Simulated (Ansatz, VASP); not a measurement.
Hf3Si2F in VASP and in Ansatz

```
CELL_PARAMETERS angstrom
4.47044 0.00000 0.00000
-2.23522 3.87151 0.00000
0.00000 0.00000 6.00093
ATOMIC_POSITIONS crystal
Hf 0.50000 0.00000 0.50000
Hf 0.00000 0.50000 0.50000
Hf 0.50000 0.50000 0.50000
Si 0.00000 0.00000 0.33118
Si 0.00000 0.00000 0.66882
F 0.00000 0.00000 0.00000
```

Alike in both runs: task relaxation of cell and atoms; functional PBE; k mesh 6 × 6 × 4; occupations gaussian, width 0.1 eV; no spin polarisation.

|  | VASP | Ansatz |
| --- | --- | --- |
| version | VASP 6.6.1 | Ansatz 0.2.0 |
| potentials or method | VASP PAW PBE potentials, release 64 (Hf_pv, Si, F), cutoff 600 eV | scalar-relativistic, plane waves, PAW |
| valence electrons in the cell | 45 | 93 |

VASP gave:

| Item | Value |
| --- | --- |
| gap on the k mesh at the Fermi level, each at its own relaxed structure (eV) | none |
| relaxed volume (Å³/atom) | 26.20 |
| relaxed cell length with the largest relative difference (Å) | 5.408 |

Estimate Ansatz's values.

gap on the k mesh at the Fermi level, each at its own relaxed structure (eV): none; relaxed volume (Å³/atom): 26.49; relaxed cell length with the largest relative difference (Å): 5.437.

A gap of «none» marks a metal or a gap that the smearing closes. VASP's potentials hold 45 valence electrons a cell and Ansatz's 93, so a difference there can come from the potentials and not from the codes.

Spin-orbit coupling is off throughout. Noted on VASP's run: the volume moved by over 15 % at a fixed basis, so the end points are rough.
